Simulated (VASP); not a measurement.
# ScHg (Pm-3m) in VASP: a series of runs, part 3 of 3

VASP 6.6.1. Earlier steps stand in the parts before.

## (6) Single point, LDA

This run uses another cell than the first one, of 22.76 Å³/atom.

INCAR

```
PREC = Accurate
ENCUT = 520
EDIFF = 1E-6
ISMEAR = 1
SIGMA = 0.1
LREAL = F
LASPH = T
NELM = 60
ALGO = Normal
ISIF = 2
LWAVE = F
LCHARG = T
LELF = T
LVHAR = T
NBANDS = 18
```

KPOINTS

```
Automatic mesh
0
Gamma
  8 8 8
```

POSCAR

```
ScHg
1.0
    3.5704297767      0.0000000000      0.0000000000
    0.0000000000      3.5704297767      0.0000000000
    0.0000000000      0.0000000000      3.5704297767
Sc Hg
1 1
Direct
    0.5000000000      0.5000000000      0.5000000000
    0.0000000000      0.0000000000      0.0000000000
```

Potentials or basis: VASP PAW LDA potentials, release 64 (Sc_sv, Hg).

Started as:

```console
> cat potpaw_LDA.64/Sc_sv/POTCAR potpaw_LDA.64/Hg/POTCAR > POTCAR
> mpirun -np 1 vasp_std > vasp.out
```

OUTCAR:

```text
PREC = Accurate
   ENCUT = 520
   EDIFF = 1E-6
   ISMEAR = 1
   LREAL = F
   LASPH = T
   NELM = 60
   ISIF = 2

 ion  position               nearest neighbor table
   1  0.500  0.500  0.500-   2 3.09   2 3.09   2 3.09   2 3.09   2 3.09   2 3.09   2 3.09   2 3.09

   2  0.000  0.000  0.000-   1 3.09   1 3.09   1 3.09   1 3.09   1 3.09   1 3.09   1 3.09   1 3.09

  LATTYP: Found a simple cubic cell.
 ALAT       =     3.5704297767

[... 691 lines left out ...]

 [... further k-points ...]

------------------------ aborting loop because EDIFF is reached ----------------------------------------

  FORCE on cell =-STRESS in cart. coord.  units (eV):
  Direction    XX          YY          ZZ          XY          YZ          ZX
  --------------------------------------------------------------------------------------
  -------------------------------------------------------------------------------------
  Total       -2.4736365     -2.4736365     -2.4736365      0.0000000     -0.0000000      0.0000000
  in kB      -87.0732947    -87.0732947    -87.0732947      0.0000000     -0.0000000      0.0000000
  external PRESSURE =     -87.0732947 kB  Pullay stress =       0.0000000 kB

 VOLUME and BASIS-vectors are now :
 -----------------------------------------------------------------------------
  energy-cutoff  :      520.00
  volume of cell :       45.52
      direct lattice vectors                 reciprocal lattice vectors
     3.570429777  0.000000000  0.000000000     0.280078327  0.000000000  0.000000000
     0.000000000  3.570429777  0.000000000     0.000000000  0.280078327  0.000000000
     0.000000000  0.000000000  3.570429777     0.000000000  0.000000000  0.280078327

 POSITION                                       TOTAL-FORCE (eV/Angst)
 -----------------------------------------------------------------------------------
      1.78521      1.78521      1.78521         0.000000      0.000000      0.000000
      0.00000      0.00000      0.00000         0.000000      0.000000      0.000000
 -----------------------------------------------------------------------------------
    total drift:                                0.000000      0.000000      0.000000

  FREE ENERGIE OF THE ION-ELECTRON SYSTEM (eV)
  ---------------------------------------------------
  free  energy   TOTEN  =        -8.6981742030 eV

  energy  without entropy=       -8.6985099608  energy(sigma->0) =       -8.69828612
```

OSZICAR:

```text
N       E                     dE             d eps       ncg     rms          rms(c)
DAV:   1     0.248003775017E+03    0.24800E+03   -0.11773E+04  1308   0.134E+03
DAV:   2     0.208671484442E+01   -0.24592E+03   -0.23965E+03  1326   0.419E+02
DAV:   3    -0.968898528240E+01   -0.11776E+02   -0.11506E+02  1728   0.113E+02
DAV:   4    -0.988574878183E+01   -0.19676E+00   -0.19580E+00  1780   0.144E+01
DAV:   5    -0.988789926384E+01   -0.21505E-02   -0.21503E-02  1700   0.119E+00    0.653E+00
DAV:   6    -0.880353002253E+01    0.10844E+01   -0.25285E+00  1640   0.176E+01    0.246E+00
DAV:   7    -0.870970611434E+01    0.93824E-01   -0.29383E-01  1680   0.495E+00    0.166E+00
DAV:   8    -0.869942858669E+01    0.10278E-01   -0.16237E-02  1442   0.157E+00    0.463E-01
DAV:   9    -0.869824803369E+01    0.11806E-02   -0.38329E-03  1942   0.537E-01    0.639E-02
DAV:  10    -0.869818455062E+01    0.63483E-04   -0.84979E-04  1636   0.318E-01    0.366E-02
DAV:  11    -0.869817452375E+01    0.10027E-04   -0.96904E-05  1624   0.117E-01    0.179E-02
DAV:  12    -0.869817420305E+01    0.32070E-06   -0.30372E-06  1328   0.193E-02
   1 F= -.86981742E+01 E0= -.86982861E+01  d E =0.335758E-03
```

stdout:

```text
POSCAR found type information on POSCAR ScHg
 POSCAR found :  2 types and       2 ions
 scaLAPACK will be used
 LDA part: xc-table for (Slater(with rela. corr.)+CA(PZ))
 , standard interpolation
 POSCAR, INCAR and KPOINTS ok, starting setup
 FFT: planning ... GRIDC
 FFT: planning ... GRID_SOFT
 FFT: planning ... GRID
 WAVECAR not read
 entering main loop
```

Wall time 14 s (1 thread of Intel Xeon Platinum 8488C (Sapphire Rapids), shared host); peak memory 0.16 GiB.

What came out:

```
Free energy            : -8.6982 eV
Pressure               : -8.7 GPa
Band gap on the k mesh : zero (an odd number of electrons rules out a gap without spin polarisation)
```

Caveat: the cell stands under tension; spin-orbit coupling is left out, which moves the levels of the heavy elements.

## (7) Single point, LDA

This run uses another cell than the first one, of 23.60 Å³/atom.

INCAR

```
SYSTEM = ScHg
PREC     = Accurate       ! precision mode
ENCUT    = 520            ! plane-wave cutoff, eV
EDIFF    = 1E-6           ! SCF threshold, eV
ISMEAR   = 1              ! smearing method
SIGMA    = 0.1            ! smearing width, eV
LREAL    = .FALSE.        ! projectors in reciprocal space
LASPH    = .TRUE.         ! aspherical terms in the spheres
NELM     = 80             ! most SCF steps
ALGO     = Normal         ! electronic algorithm
ISIF     = 2              ! what is computed and relaxed
LWAVE    = .FALSE.        ! write WAVECAR
LCHARG   = .TRUE.         ! write CHGCAR
GGA      = CA             ! functional
LELF     = .TRUE.         ! ELF
LVHAR    = .TRUE.       
NBANDS   = 18             ! bands
```

KPOINTS

```
regular mesh
0
G
  8 8 8
  0 0 0
```

POSCAR

```
ScHg
1.0
    3.6139758949      0.0000000000      0.0000000000
    0.0000000000      3.6139758949      0.0000000000
    0.0000000000      0.0000000000      3.6139758949
Sc Hg
1 1
Direct
    0.5000000000      0.5000000000      0.5000000000
    0.0000000000      0.0000000000      0.0000000000
```

Started as:

```console
> cat potpaw_LDA.64/Sc_sv/POTCAR potpaw_LDA.64/Hg/POTCAR > POTCAR
> mpirun -np 1 vasp_std > vasp.out
```

Wall time 13 s (1 thread of Intel Xeon Platinum 8488C (Sapphire Rapids), shared host); peak memory 0.16 GiB.

The run converged. Its results:

- Free energy: -8.5984 eV
- Pressure: -10.4 GPa
- Band gap on the k mesh: zero (an odd number of electrons rules out a gap without spin polarisation)

Levels at points of the mesh, in eV from the Fermi level:
| k point | band 9 | band 10 | band 11 | band 12 | band 13 | band 14 | band 15 | band 16 |
| --- | --- | --- | --- | --- | --- | --- | --- | --- |
| (0.00, 0.00, 0.00) | -6.94 | -6.94 | 0.21 | 0.21 | 2.04 | 2.04 | 2.04 | 4.54 |
| (0.50, 0.00, 0.00) | -6.88 | -4.96 | -3.54 | 0.01 | 0.68 | 0.68 | 1.89 | 2.63 |
| (0.50, 0.50, 0.00) | -6.54 | -3.97 | -0.85 | -0.85 | 0.38 | 1.68 | 1.68 | 2.45 |
| (0.50, 0.50, 0.50) | -6.52 | -1.52 | -1.52 | -1.52 | -1.22 | 2.50 | 2.50 | 4.86 |

Caveat: the cell stands under tension; spin-orbit coupling is left out, which moves the levels of the heavy elements.

## (8) Summary

| cell | gap on the mesh (eV) | pressure (GPa) |
| --- | --- | --- |
| a = 3.335 Å, 2 atoms | none | 10.5 |
| a = 3.385 Å, 2 atoms | none | 4.6 |
| a = 3.433 Å, 2 atoms | none | 0.1 |
| a = 3.480 Å, 2 atoms | none | -3.6 |
| a = 3.570 Å, 2 atoms | none | -8.7 |
| a = 3.614 Å, 2 atoms | none | -10.4 |

Alike in all rows: task single point; level LDA; potentials or basis VASP PAW LDA potentials, release 64 (Sc_sv, Hg); no spin polarisation; k mesh 8 × 8 × 8; cutoff (eV) 520; smearing methfessel-paxton 0.1 eV.

Caveats: spin-orbit coupling is left out, which moves the levels of the heavy elements; the cell stands under tension (at least some runs); the cell stands under pressure (at least some runs).

Total energies depend on the potentials used, so only differences within one code and one set of settings carry meaning.
